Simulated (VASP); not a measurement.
# Sb (P-1) in VASP: notebook

The runs below take Sb through single point, with PBE.

All numbers are computed with VASP 6.6.1; they aren't measurements. Logs are shortened: lines on timing, memory, paths and dates and some standing lists are left out, and cuts for length are marked.

**1. The cell of the first run**

The typed cell holds 2 atoms: a = 5.214 Å, b = 5.252 Å, c = 7.272 Å, α = 93.05°, β = 89.61°, γ = 118.57°.

**2. Single point, PBE**

The input, INCAR:

```
SYSTEM = Sb
ALGO = Normal
EDIFF = 1E-7
ENCUT = 520
GGA = PE
ISIF = 2
ISMEAR = -1
LASPH = .True.
LCHARG = .False.
LREAL = .False.
LWAVE = .False.
NBANDS = 12
NELM = 80
PREC = Accurate
SIGMA = 0.15
```

The input, KPOINTS:

```
Automatic mesh
0
Gamma
  2 2 1
  0.5 0.5 0
```

The input, POSCAR:

```
Sb
1.0
    5.2138210000      0.0547860000      0.0189370000
   -2.5594650000      4.5834290000     -0.1405490000
    0.0257780000     -0.2060340000      7.2690260000
Sb
2
Direct
    0.2916230000      0.8095510000      0.5980910000
    0.6227740000      1.4712510000      0.6019550000
```

Potentials or basis: VASP PAW PBE potentials, release 64 (Sb).

On the command line:

```
$ cat potpaw_PBE.64/Sb/POTCAR > POTCAR
$ mpirun -np 1 vasp_std > vasp.out
```

OUTCAR:

```text
SYSTEM = Sb
   EDIFF = 1E-7
   ENCUT = 520
   GGA = PE
   ISIF = 2
   ISMEAR = -1
   LASPH = .True.
   LREAL = .False.
   NELM = 80
   PREC = Accurate

 ion  position               nearest neighbor table
   1  0.292  0.810  0.598-   2 3.01   2 3.05   2 3.07
   2  0.623  0.471  0.602-   1 3.01   1 3.05   1 3.07

  LATTYP: Found a triclinic cell.
 ALAT       =     5.2515175431
 B/A-ratio  =     0.9928831388
 C/A-ratio  =     1.3847408807
 COS(alpha) =     0.0068772912
 COS(beta)  =     0.0532083859
 COS(gamma) =     0.4782728609

  Lattice vectors:

 A1 = (   2.5594650000,  -4.5834290000,   0.1405490000)
 A2 = (   5.2138210000,   0.0547860000,   0.0189370000)
 A3 = (   0.0257780000,  -0.2060340000,   7.2690260000)

Analysis of symmetry for initial positions (statically):
=====================================================================
 Subroutine PRICEL returns:
 Original cell was already a primitive cell.

 Routine SETGRP: Setting up the symmetry group for a
 triclinic supercell.

 Subroutine GETGRP returns: Found  2 space group operations
 (whereof  1 operations were pure point group operations)
 out of a pool of  2 trial point group operations.

The static configuration has the point symmetry C_1 .
 The point group associated with its full space group is S_2 .

Analysis of symmetry for dynamics (positions and initial velocities):
=====================================================================
 Subroutine PRICEL returns:
 Original cell was already a primitive cell.

 Routine SETGRP: Setting up the symmetry group for a
 triclinic supercell.

 Subroutine GETGRP returns: Found  2 space group operations
 (whereof  1 operations were pure point group operations)
 out of a pool of  2 trial point group operations.

The dynamic configuration has the point symmetry C_1 .
 The point group associated with its full space group is S_2 .

 Subroutine INISYM returns: Found  2 space group operations
 (whereof  1 operations are pure point group operations),
 and found     1 'primitive' translations

----------------------------------------------------------------------------------------

                                     Primitive cell

  volume of cell :     174.5851

  direct lattice vectors                    reciprocal lattice vectors
     5.213821000  0.054786000  0.018937000     0.190669843  0.106545166  0.002343758
    -2.559465000  4.583429000 -0.140549000    -0.002303419  0.217079924  0.006161104
     0.025778000 -0.206034000  7.269026000    -0.000541263  0.003919744  0.137683034

  length of vectors
[... 68 lines left out ...]
   TEBEG  =    0.0;   TEEND  =   0.0 temperature during run
   PSTRESS=    0.0 pullay stress
   NELECT =      10.0000    total number of electrons
   NUPDOWN=      -1.0000    fix difference up-down
   EMIN   =  10.00;   EMAX   =-10.00  energy-range for DOS
   EFERMI =   0.00;   METHOD = LEGACY
   ISMEAR =    -1;   SIGMA  =   0.15  broadening in eV -4-tet -1-fermi 0-gaus
   EFERMI_NEDOS =   21; number of points for ismear=-14 and -15
   IALGO  =     38    algorithm
   IMIX   =      4    mixing-type and parameters
     AMIX     =   0.40;   BMIX     =  1.00
     AMIX_MAG =   1.60;   BMIX_MAG =  1.00
  volume/ion in A,a.u.               =      87.29       589.08
  Fermi-wavevector in a.u.,A,eV,Ry     =   0.631063  1.192535  5.418385  0.398240
  Thomas-Fermi vector in A             =   1.693909
   LORBIT       =      0    0 simple, 1 ext, 2 COOP (PROOUT), +10 PAW based schemes
   GGA     = PE    functional components
   LHFCALC =     F    Hartree Fock is set to
   AEXX    =    0.0000 exact exchange contribution
   IVDW    =     0    specifies the selected vdW correction
   LEPSILON=     F    determine dielectric tensor
   LRPA    =     F    only Hartree local field effects (RPA)
 non-spin polarized calculation
  energy-cutoff  :      520.00
  volume of cell :      174.59
 maximum number of plane-waves:      4704
 NGX is ok and might be reduce to    40
   NGX = 19   NGY = 19   NGZ = 27

 number of electron      10.0000000 magnetization

 Free energy of the ion-electron system (eV)
  ---------------------------------------------------
  ext. energy  EPLUGINS =         0.00000000
  ---------------------------------------------------
  free energy    TOTEN  =        -6.68051598 eV

  energy without entropy =       -6.48227003  energy(sigma->0) =       -6.58139300

 E-fermi :  -0.4591     XC(G=0):  -4.9290

 val. band max:       -0.5477331571   @ k =   0.2500   0.2500   0.0000
 cond. band min:      -0.3698189568   @ k =   0.2500   0.2500   0.0000
 fundamental gap:      0.1779142003
 Fermi energy:        -0.4591405194

 k-point     1 :       0.2500    0.2500    0.0000
  band No.  band energies     occupation
      1     -10.0399      2.00000
      2      -8.6908      2.00000
      3      -3.8576      2.00000
      4      -1.5616      1.99872
      5      -0.5477      1.28701
      6      -0.3698      0.71076
      7       0.9355      0.00018
      8       3.7933      0.00000
      9       3.9188      0.00000
     10       4.4849      0.00000
     11       4.8909      0.00000
     12       5.5126      0.00000

 k-point     2 :      -0.2500    0.2500   -0.0000
  band No.  band energies     occupation
      1     -10.5874      2.00000
      2      -7.6760      2.00000
      3      -3.2196      2.00000
      4      -2.1205      1.99997
      5      -2.0285      1.99994
      6       0.4987      0.00336
      7       1.1231      0.00005
      8       1.9366      0.00000
      9       3.0385      0.00000
     10       5.8741      0.00000
     11       5.8834      0.00000
     12       6.4122      0.00000

------------------------ aborting loop because EDIFF is reached ----------------------------------------

  FORCE on cell =-STRESS in cart. coord.  units (eV):
  Direction    XX          YY          ZZ          XY          YZ          ZX
  --------------------------------------------------------------------------------------
  -------------------------------------------------------------------------------------
  Total       -2.0567517     -2.4377305      0.6279285     -0.7032484      0.0391309      0.0285008
  in kB      -18.8749301    -22.3711950      5.7625368     -6.4537518      0.3591069      0.2615533
  external PRESSURE =     -11.8278628 kB  Pullay stress =       0.0000000 kB

 VOLUME and BASIS-vectors are now :
 -----------------------------------------------------------------------------
  energy-cutoff  :      520.00
  volume of cell :      174.59
      direct lattice vectors                 reciprocal lattice vectors
     5.213821000  0.054786000  0.018937000     0.190669843  0.106545166  0.002343758
    -2.559465000  4.583429000 -0.140549000    -0.002303419  0.217079924  0.006161104
     0.025778000 -0.206034000  7.269026000    -0.000541263  0.003919744  0.137683034

 POSITION                                       TOTAL-FORCE (eV/Angst)
 -----------------------------------------------------------------------------------
     -0.53613      3.60327      4.23928        -0.696750      0.355690      0.012509
      2.05640      2.07004      4.32119         0.696750     -0.355690     -0.012509
 -----------------------------------------------------------------------------------
    total drift:                               -0.000001      0.000002      0.000000

  FREE ENERGIE OF THE ION-ELECTRON SYSTEM (eV)
  ---------------------------------------------------
  free  energy   TOTEN  =        -6.6805159772 eV

  energy  without entropy=       -6.4822700266  energy(sigma->0) =       -6.58139300
```

OSZICAR:

```text
N       E                     dE             d eps       ncg     rms          rms(c)
DAV:   1     0.406344724081E+02    0.40634E+02   -0.30169E+03    48   0.574E+02
DAV:   2    -0.390260889051E+01   -0.44537E+02   -0.43540E+02    72   0.971E+01
DAV:   3    -0.663806102276E+01   -0.27355E+01   -0.27261E+01    64   0.271E+01
DAV:   4    -0.669775692178E+01   -0.59696E-01   -0.59689E-01    56   0.494E+00
DAV:   5    -0.670006163519E+01   -0.23047E-02   -0.23047E-02    60   0.100E+00    0.197E+00
DAV:   6    -0.668702368313E+01    0.13038E-01   -0.91958E-03    56   0.486E-01    0.117E+00
DAV:   7    -0.668008490542E+01    0.69388E-02   -0.20842E-02    60   0.702E-01    0.904E-02
DAV:   8    -0.668043873646E+01   -0.35383E-03   -0.22710E-03    56   0.250E-01    0.303E-02
DAV:   9    -0.668046415505E+01   -0.25419E-04   -0.13164E-04    60   0.666E-02    0.188E-02
DAV:  10    -0.668049768675E+01   -0.33532E-04   -0.94811E-05    56   0.486E-02    0.466E-03
DAV:  11    -0.668050699885E+01   -0.93121E-05   -0.56794E-06    52   0.137E-02    0.306E-03
DAV:  12    -0.668051507548E+01   -0.80766E-05   -0.23099E-06    48   0.891E-03    0.121E-03
DAV:  13    -0.668051595010E+01   -0.87462E-06   -0.28071E-07    60   0.293E-03    0.453E-04
DAV:  14    -0.668051597722E+01   -0.27116E-07   -0.33593E-08    60   0.999E-04
   1 F= -.66805160E+01 E0= -.65813930E+01  d E =-.198246E+00
```

Wall time 7.9 s (1 thread of Intel Xeon Platinum 8488C (Sapphire Rapids), shared host); peak memory 0.25 GiB.

Results:

```yaml
Free_energy: -6.6805 eV
Pressure: -1.2 GPa
Largest_force: 0.782 eV/Å
Band_gap_on_the_k_mesh: 0.18 eV, direct
```

Forces on the atoms (eV/Å):
```
Sb  -0.697  0.356  0.013
Sb   0.697 -0.356 -0.013
```

Stress tensor (GPa, compression positive):
```
-1.89 -0.65  0.03
-0.65 -2.24  0.04
 0.03  0.04  0.58
```

Levels at points of the mesh, in eV from the valence-band top:
| k point | band 1 | band 2 | band 3 | band 4 | band 5 | band 6 | band 7 | band 8 | band 9 | band 10 |
| --- | --- | --- | --- | --- | --- | --- | --- | --- | --- | --- |
| (0.25, 0.25, 0.00) | -9.49 | -8.14 | -3.31 | -1.01 | 0.00 | 0.18 | 1.48 | 4.34 | 4.47 | 5.03 |

Caveat: the k points lie up to 0.87 Å⁻¹ apart; spin-orbit coupling is left out, which moves the levels of the heavy elements. A k mesh can miss the band edges.

**3. Single point, PBE, non-collinear spin, zero start, spin-orbit coupling**

The input, INCAR:

```
  ALGO = Normal
  EDIFF = 1E-6
  ENCUT = 520
  GGA = PE
  GGA_COMPAT = F
  ISIF = 2
  ISMEAR = -1
  LASPH = T
  LCHARG = T
  LNONCOLLINEAR = T
  LORBIT = 11
  LORBMOM = T
  LREAL = F
  LSORBIT = T
  LVHAR = T
  LWAVE = F
  MAGMOM = 0 0 0 0 0 0
  NBANDS = 22
  NELM = 150
  PREC = Accurate
  SIGMA = 0.15
```

KPOINTS is that of step 2.

POSCAR is that of step 2.

Potentials or basis: VASP PAW PBE potentials, release 64 (Sb).

On the command line:

```
$ cat potpaw_PBE.64/Sb/POTCAR > POTCAR
$ mpirun -np 1 vasp_ncl > vasp.out
```

It took 43 s on 1 thread of Intel Xeon Platinum 8488C (Sapphire Rapids), shared host; peak memory 0.56 GiB.

Results (log left out):

```
Free energy                                           : -6.8949 eV
Pressure                                              : -1.1 GPa
Largest force                                         : 0.699 eV/Å
Net moment                                            : 0.00 μB per cell
Valence electrons inside the program's atomic spheres : Sb 2.34
```

Forces on the atoms (eV/Å):
```
Sb  -0.626  0.311  0.010
Sb   0.626 -0.311 -0.010
```

Stress tensor (GPa, compression positive):
```
-1.87 -0.48  0.02
-0.48 -2.05  0.03
 0.02  0.03  0.57
```

Moments on the atoms (μB; x, y, z):
```
Sb  0.00 0.00 0.00
Sb  0.00 0.00 0.00
```

Caveat: the k points lie up to 0.87 Å⁻¹ apart.
